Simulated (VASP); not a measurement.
Input of a VASP 6.6.1 run:

Contents of INCAR:

```
SYSTEM = Te2Mo
  PREC = Accurate
  ENCUT = 520
  EDIFF = 1E-6
  ISMEAR = -1
  SIGMA = 0.05
  LREAL = .False.
  LASPH = .True.
  NELM = 100
  ALGO = Normal
  ISIF = 2
  LWAVE = .False.
  LCHARG = .True.
  GGA = PE
  IVDW = 12
  LELF = .True.
  LVHAR = .True.
  NBANDS = 35
```

KPOINTS

```
regular mesh
0
Gamma
  4 8 1
  0 0 0
```

Contents of POSCAR:

```
Te2Mo
1.0
    6.3174817805      0.0000000000      0.0028338437
    0.0000000000      3.4108129633      0.0000000000
   -0.0690315602      0.0000000000     36.1786876291
Te Mo
4 2
Direct
    0.4315810690      0.7500000000      0.5412091020
    0.5684189310      0.2500000000      0.4587908980
    0.9218873565      0.2500000000      0.5571393473
    0.0781126435      0.7500000000      0.4428606527
    0.1824603482      0.2500000000      0.4976211369
    0.8175396518      0.7500000000      0.5023788631
```

Potentials or basis: VASP PAW PBE potentials, release 64 (Te, Mo_sv).

The run is started by

```sh
$ cat potpaw_PBE.64/Te/POTCAR potpaw_PBE.64/Mo_sv/POTCAR > POTCAR
$ mpirun -np 1 vasp_std > vasp.out
```

Q: What does it give for the band gap on the k mesh?

A: Zero (bands 26 and 27 overlap by 0.34 eV).

Q: Predict the largest force.

A: 0.012 eV/Å.

Forces in eV/Å, atoms in the order of the input:
```
Te  -0.005  0.000  0.011
Te   0.005  0.000 -0.011
Te   0.001  0.000  0.010
Te  -0.001  0.000 -0.010
Mo  -0.001  0.000  0.000
Mo   0.001  0.000  0.000
```

Caveat: spin-orbit coupling is left out, which moves the levels of the heavy elements.
